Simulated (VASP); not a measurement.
Input of a VASP 6.6.1 run:

The input INCAR:

```
PREC     = Accurate       # precision mode
ENCUT    = 520            # plane-wave cutoff, eV
EDIFF    = 1E-6           # SCF threshold, eV
ISMEAR   = 0              # smearing method
SIGMA    = 0.02           # smearing width, eV
LREAL    = F              # projectors in reciprocal space
LASPH    = T              # aspherical terms in the spheres
NELM     = 80             # most SCF steps
ALGO     = Normal         # electronic algorithm
ISIF     = 2              # what is computed and relaxed
LWAVE    = F              # write WAVECAR
LCHARG   = F              # write CHGCAR
GGA      = CA             # functional
NBANDS   = 16             # bands
```

The input KPOINTS:

```
regular mesh
0
Gamma
  8 8 8
```

POSCAR

```
ZnSe
1.0
    0.0000000000      2.7837636447      2.7837636447
    2.7837636447      0.0000000000      2.7837636447
    2.7837636447      2.7837636447      0.0000000000
Zn Se
1 1
Direct
    0.0000000000      0.0000000000      0.0000000000
    0.2500000000      0.2500000000      0.2500000000
```

Potentials or basis: VASP PAW LDA potentials, release 64 (Zn, Se).

Run with:

```console
$ cat potpaw_LDA.64/Zn/POTCAR potpaw_LDA.64/Se/POTCAR > POTCAR
$ mpirun -np 1 vasp_std > vasp.out
```

(1) Estimate the band gap on the k mesh.

(2) Estimate the pressure.

## Answers

(1) 1.29 eV, direct.

(2) 0.4 GPa.
